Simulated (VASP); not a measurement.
Input of a VASP 6.6.1 run:

POSCAR

```
Ag
1.0
   -1.6666189156      1.6666189156      1.6666189156
    1.6666189156     -1.6666189156      1.6666189156
    1.6666189156      1.6666189156     -1.6666189156
Ag
1
Direct
    0.0000000000      0.0000000000      0.0000000000
```

INCAR.step1

```
ALGO = Normal ; EDIFF = 1E-5
ENCUT = 520 ; GGA = PE
ISIF = 2 ; ISMEAR = -1
LASPH = T ; LREAL = F
LWAVE = T ; NBANDS = 12
NELM = 80 ; PREC = Accurate
SIGMA = 0.05
```

The input INCAR.step2:

```
ALGO = Normal ; EDIFF = 1E-7
ENCUT = 520 ; GGA = PE
HFSCREEN = 0.2079 ; ISIF = 2
ISMEAR = -1 ; ISTART = 1
LASPH = T ; LCHARG = T
LELF = T ; LHFCALC = T
LREAL = F ; LVHAR = T
LWAVE = F ; NBANDS = 12
NELM = 80 ; PREC = Accurate
PRECFOCK = Normal ; SIGMA = 0.05
```

KPOINTS

```
k-points
0
Gamma
  6 6 6
```

Potentials or basis: VASP PAW PBE potentials, release 64 (Ag).

Command:

```console
$ cat potpaw_PBE.64/Ag/POTCAR > POTCAR
$ cp INCAR.step1 INCAR
$ mpirun -np 1 vasp_std > vasp.out
$ cp INCAR.step2 INCAR
$ mpirun -np 1 vasp_std > vasp.out
```

What does it give for the band gap on the k mesh?

Zero (an odd number of electrons rules out a gap without spin polarisation).

Estimate the pressure.

-1.7 GPa.

Caveat: the k points lie up to 0.44 Å⁻¹ apart, too coarse for converged energies and pressures of a metal; the PAW data sets were made with another functional, which shifts forces and pressure a little.
